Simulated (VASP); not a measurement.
# Te2Mo in VASP: a series of runs, part 2 of 2

VASP 6.6.1. The steps go on from the part before.

## (3) Single point, LDA (strain +0.000 along x and y, +0.080 along z)

Contents of INCAR:

```
  PREC = Accurate
  ENCUT = 520
  EDIFF = 1E-6
  ISMEAR = 0
  SIGMA = 0.05
  LREAL = F
  LASPH = T
  NELM = 60
  ALGO = Normal
  ISIF = 2
  LWAVE = F
  LCHARG = T
  GGA = CA
  LELF = T
  LVHAR = T
  NBANDS = 20
```

Contents of KPOINTS:

```
Automatic mesh
0
Gamma
  12 12 2
```

Contents of POSCAR:

```
Te2Mo
1.0
    3.5602328140      0.0000000000      0.0000000000
   -1.7801164070      3.0832520603      0.0000000000
    0.0000000000      0.0000000000     18.9259824456
Te Mo
2 1
Direct
    0.3333333333      0.6666666667      0.8978554500
    0.3333333333      0.6666666667      0.1021445500
    0.0000000000      0.0000000000      0.0000000000
```

Potentials or basis: VASP PAW LDA potentials, release 64 (Te, Mo_sv).

Run with:

```
> cat potpaw_LDA.64/Te/POTCAR potpaw_LDA.64/Mo_sv/POTCAR > POTCAR
> mpirun -np 1 vasp_std > vasp.out
```

OUTCAR:

```text
PREC = Accurate
   ENCUT = 520
   EDIFF = 1E-6
   ISMEAR = 0
   LREAL = F
   LASPH = T
   NELM = 60
   ISIF = 2
   GGA = CA

 ion  position               nearest neighbor table
   1  0.333  0.667  0.898-   3 2.82   3 2.82   3 2.82
   2  0.333  0.667  0.102-   3 2.82   3 2.82   3 2.82
   3  0.000  0.000  0.000-   1 2.82   2 2.82   1 2.82   2 2.82   1 2.82   2 2.82

  LATTYP: Found a hexagonal cell.
 ALAT       =     3.5602328140
 C/A-ratio  =     5.3159395563

  Lattice vectors:

 A1 = (   3.5602328140,   0.0000000000,   0.0000000000)
 A2 = (  -1.7801164070,   3.0832520603,   0.0000000000)
 A3 = (   0.0000000000,   0.0000000000,  18.9259824456)

Analysis of symmetry for initial positions (statically):
=====================================================================
 Subroutine PRICEL returns:
 Original cell was already a primitive cell.

 Routine SETGRP: Setting up the symmetry group for a
 hexagonal supercell.

 Subroutine GETGRP returns: Found 12 space group operations
 (whereof 12 operations were pure point group operations)
 out of a pool of 24 trial point group operations.

The static configuration has the point symmetry D_3h.

Analysis of symmetry for dynamics (positions and initial velocities):
=====================================================================
 Subroutine PRICEL returns:
 Original cell was already a primitive cell.

 Routine SETGRP: Setting up the symmetry group for a
 hexagonal supercell.

 Subroutine GETGRP returns: Found 12 space group operations
 (whereof 12 operations were pure point group operations)
 out of a pool of 24 trial point group operations.

The dynamic configuration has the point symmetry D_3h.

 Subroutine INISYM returns: Found 12 space group operations
[... 112 lines left out ...]
   EMIN   =  10.00;   EMAX   =-10.00  energy-range for DOS
   EFERMI =   0.00;   METHOD = LEGACY
   ISMEAR =     0;   SIGMA  =   0.05  broadening in eV -4-tet -1-fermi 0-gaus
   EFERMI_NEDOS =   21; number of points for ismear=-14 and -15
   IALGO  =     38    algorithm
   IMIX   =      4    mixing-type and parameters
     AMIX     =   0.40;   BMIX     =  1.00
     AMIX_MAG =   1.60;   BMIX_MAG =  1.00
  volume/ion in A,a.u.               =      69.25       467.33
  Fermi-wavevector in a.u.,A,eV,Ry     =   0.818874  1.547448  9.123460  0.670555
  Thomas-Fermi vector in A             =   1.929579
   LORBIT       =      0    0 simple, 1 ext, 2 COOP (PROOUT), +10 PAW based schemes
   GGA     = CA    functional components
   LHFCALC =     F    Hartree Fock is set to
   AEXX    =    0.0000 exact exchange contribution
   IVDW    =     0    specifies the selected vdW correction
   LEPSILON=     F    determine dielectric tensor
   LRPA    =     F    only Hartree local field effects (RPA)
 non-spin polarized calculation
 Gauss-broadening in eV      SIGMA  =   0.05
  energy-cutoff  :      520.00
  volume of cell :      207.75
 maximum number of plane-waves:      5663
 NGX is ok and might be reduce to    28
   NGX = 13   NGY = 13   NGZ = 71

 number of electron      25.9999998 magnetization

 Free energy of the ion-electron system (eV)
  ---------------------------------------------------
  ext. energy  EPLUGINS =         0.00000000
  ---------------------------------------------------
  free energy    TOTEN  =       -20.06479388 eV

  energy without entropy =      -20.06479388  energy(sigma->0) =      -20.06479388

 E-fermi :   0.0940     XC(G=0):  -4.5754

 val. band max:       -0.3135123691   @ k =   0.3333   0.3333   0.0000
 cond. band min:       0.6546939161   @ k =   0.1667   0.1667   0.5000
 fundamental gap:      0.9682062852
 Fermi energy:         0.0939661513

 k-point     1 :       0.0000    0.0000    0.0000
  band No.  band energies     occupation
      1     -60.8003      2.00000
      2     -35.1211      2.00000
      3     -34.9697      2.00000
      4     -34.9697      2.00000
      5     -12.6743      2.00000
      6     -12.0112      2.00000
[... 541 lines left out ...]
     19       5.2016      0.00000
     20       5.6212      0.00000

 [... further k-points ...]

------------------------ aborting loop because EDIFF is reached ----------------------------------------

  FORCE on cell =-STRESS in cart. coord.  units (eV):
  Direction    XX          YY          ZZ          XY          YZ          ZX
  --------------------------------------------------------------------------------------
  -------------------------------------------------------------------------------------
  Total       -4.3679445     -4.3679445     -7.5268782      0.0000000     -0.0000000      0.0000000
  in kB      -33.6854099    -33.6854099    -58.0469773      0.0000000     -0.0000000      0.0000000
  external PRESSURE =     -41.8059323 kB  Pullay stress =       0.0000000 kB

 VOLUME and BASIS-vectors are now :
 -----------------------------------------------------------------------------
  energy-cutoff  :      520.00
  volume of cell :      207.75
      direct lattice vectors                 reciprocal lattice vectors
     3.560232814  0.000000000  0.000000000     0.280880508  0.162166437  0.000000000
    -1.780116407  3.083252060  0.000000000     0.000000000  0.324332873  0.000000000
     0.000000000  0.000000000 18.925982446     0.000000000  0.000000000  0.052837416

 POSITION                                       TOTAL-FORCE (eV/Angst)
 -----------------------------------------------------------------------------------
     -0.00000      2.05550     16.99280        -0.000000      0.000000      1.943276
     -0.00000      2.05550      1.93319        -0.000000      0.000000     -1.943276
      0.00000      0.00000      0.00000         0.000000      0.000000      0.000000
 -----------------------------------------------------------------------------------
    total drift:                                0.000000     -0.000000     -0.000000

  FREE ENERGIE OF THE ION-ELECTRON SYSTEM (eV)
  ---------------------------------------------------
  free  energy   TOTEN  =       -20.0647938763 eV

  energy  without entropy=      -20.0647938763  energy(sigma->0) =      -20.06479388
```

Wall time 6.3 min (1 thread of Intel Xeon 8259CL, shared host); peak memory 0.35 GiB.

Results:

```
Free energy            : -20.0648 eV
Largest force          : 1.943 eV/Å
Band gap on the k mesh : 0.97 eV, indirect (least direct gap 1.16 eV)
```

Forces in eV/Å, atoms in the order of the input:
```
Te   0.000  0.000  1.943
Te   0.000  0.000 -1.943
Mo   0.000  0.000  0.000
```

Caveat: the cell differs from its parent crystal (strain +0.000 along x and y, +0.080 along z); spin-orbit coupling is left out, which moves the levels of the heavy elements.

## (4) Single point, LDA (strain +0.040 along x and y, +0.000 along z)

Contents of INCAR:

```
ALGO = Normal
EDIFF = 1E-6
ENCUT = 520
ISIF = 2
ISMEAR = 0
LASPH = T
LCHARG = T
LELF = T
LREAL = F
LVHAR = T
LWAVE = F
NBANDS = 20
NELM = 100
PREC = Accurate
SIGMA = 0.05
```

Contents of KPOINTS:

```
k-points
0
Gamma
  12 12 2
```

Contents of POSCAR:

```
Te2Mo
1.0
    3.7026421266      0.0000000000      0.0000000000
   -1.8513210633      3.2065821427      0.0000000000
    0.0000000000      0.0000000000     17.5240578200
Te Mo
2 1
Direct
    0.3333333333      0.6666666667      0.8978554500
    0.3333333333      0.6666666667      0.1021445500
    0.0000000000      0.0000000000      0.0000000000
```

Run with:

```
> cat potpaw_LDA.64/Te/POTCAR potpaw_LDA.64/Mo_sv/POTCAR > POTCAR
> mpirun -np 1 vasp_std > vasp.out
```

It took 6.4 min on 1 thread of Intel Xeon 8259CL, shared host; peak memory 0.35 GiB.

Results (log left out):

```yaml
Free_energy: -20.0962 eV
Largest_force: 0.963 eV/Å
Band_gap_on_the_k_mesh: 0.82 eV, direct
```

Forces on the atoms (eV/Å):
```
Te   0.000  0.000  0.963
Te   0.000  0.000 -0.963
Mo   0.000  0.000  0.000
```

Levels at points of the mesh, in eV from the valence-band top:
```
           k point  band 10  band 11  band 12  band 13  band 14  band 15  band 16  band 17
(0.00, 0.00, 0.00)    -1.25    -0.94    -0.94    -0.10     2.68     2.68     2.93     2.93
(0.50, 0.00, 0.00)    -2.18    -1.28    -0.53    -0.53     1.17     1.48     3.08     3.41
(0.00, 0.00, 0.50)    -1.25    -0.94    -0.94    -0.10     2.68     2.68     2.93     2.93
(0.50, 0.00, 0.50)    -2.18    -1.28    -0.53    -0.53     1.17     1.48     3.08     3.41
```

Caveat: the cell differs from its parent crystal (strain +0.040 along x and y, +0.000 along z); spin-orbit coupling is left out, which moves the levels of the heavy elements.

## (5) Single point, LDA (strain +0.080 along x and y, -0.040 along z)

Contents of INCAR:

```
  ALGO = Normal
  EDIFF = 1E-6
  ENCUT = 520
  GGA = CA
  ISIF = 2
  ISMEAR = 0
  LASPH = T
  LCHARG = T
  LELF = T
  LREAL = F
  LVHAR = T
  LWAVE = F
  NBANDS = 20
  NELM = 100
  PREC = Accurate
  SIGMA = 0.05
```

KPOINTS is that of step 4.

Contents of POSCAR:

```
Te2Mo
1.0
    3.8450514391      0.0000000000      0.0000000000
   -1.9225257196      3.3299122251      0.0000000000
    0.0000000000      0.0000000000     16.8230955072
Te Mo
2 1
Direct
    0.3333333333      0.6666666667      0.8978554500
    0.3333333333      0.6666666667      0.1021445500
    0.0000000000      0.0000000000      0.0000000000
```

Run with:

```
> cat potpaw_LDA.64/Te/POTCAR potpaw_LDA.64/Mo_sv/POTCAR > POTCAR
> mpirun -np 1 vasp_std > vasp.out
```

Wall time 7.1 min (1 thread of Intel Xeon 8259CL, shared host); peak memory 0.36 GiB.

It converged, with:

```
Free energy            : -19.7191 eV
Largest force          : 0.586 eV/Å
Band gap on the k mesh : 0.29 eV, indirect (least direct gap 0.62 eV)
```

Forces on the atoms (eV/Å):
```
Te   0.000  0.000  0.586
Te   0.000  0.000 -0.586
Mo   0.000  0.000  0.000
```

Levels at points of the mesh, in eV from the valence-band top:
```
           k point  band 9  band 10  band 11  band 12  band 13  band 14  band 15  band 16  band 17  band 18
(0.00, 0.00, 0.00)   -2.16    -1.32    -1.32    -0.95     0.00     2.22     2.22     2.51     2.51     4.06
(0.50, 0.00, 0.00)   -3.20    -2.43    -1.13    -1.08    -0.63     0.73     0.93     2.79     3.12     3.79
(0.00, 0.00, 0.50)   -2.16    -1.32    -1.32    -0.95     0.00     2.22     2.22     2.51     2.51     4.10
(0.50, 0.00, 0.50)   -3.20    -2.43    -1.13    -1.08    -0.63     0.73     0.93     2.79     3.12     3.79
```

Caveat: the cell differs from its parent crystal (strain +0.080 along x and y, -0.040 along z); spin-orbit coupling is left out, which moves the levels of the heavy elements.

## (6) The runs side by side

| cell | gap on the mesh (eV) | largest force (eV/Å) |
| --- | --- | --- |
| a = 3.845, b = 3.845, c = 18.926 Å, angles 90.0, 90.0, 120.0°, 3 atoms | 0.74 | 2.55 |
| a = 3.560, b = 3.560, c = 18.926 Å, angles 90.0, 90.0, 120.0°, 3 atoms | 0.97 | 1.94 |
| a = 3.703, b = 3.703, c = 17.524 Å, angles 90.0, 90.0, 120.0°, 3 atoms | 0.82 | 0.96 |
| a = 3.845, b = 3.845, c = 16.823 Å, angles 90.0, 90.0, 120.0°, 3 atoms | 0.29 | 0.59 |

Alike in all rows: task single point; level LDA; potentials or basis VASP PAW LDA potentials, release 64 (Te, Mo_sv); no spin polarisation; k mesh 12 × 12 × 2; cutoff (eV) 520; smearing gaussian 0.05 eV.

Caveats: spin-orbit coupling is left out, which moves the levels of the heavy elements.

Absolute energies hang on the potentials; compare differences alone.
